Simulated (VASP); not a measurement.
CaS:

```xyz
2
Lattice="0.0000 2.8166 2.8166 2.8166 0.0000 2.8166 2.8166 2.8166 0.0000" Properties=species:S:1:pos:R:3 pbc="T T T"
Ca    0.0000    0.0000    0.0000
S     2.8166    2.8166    2.8166
```

Base run:

```yaml
Program: VASP 6.6.1
Functional: HSE06
Potentials_or_basis: VASP PAW PBE potentials, release 64 (Ca_sv, S)
Cutoff: 400 eV
k_mesh: 7 × 7 × 7
Occupations: fermi-dirac, width 0.05 eV
Spin: no spin polarisation
```

Its results: band gap on the k mesh 3.39 eV (least direct gap 4.30 eV); pressure 2.4 GPa.

Problem. The run is repeated on the same cell with these changes: functional from HSE06 to PBEsol; cutoff from 400 eV to 500 eV. What comes out?

Solution. Band gap on the k mesh 2.22 eV (least direct gap 3.05 eV); pressure 0.2 GPa.

Caveats: the PAW data sets were made with another functional, which shifts forces and pressure a little; an odd mesh through Γ misses points on the zone boundary, where band edges can lie.
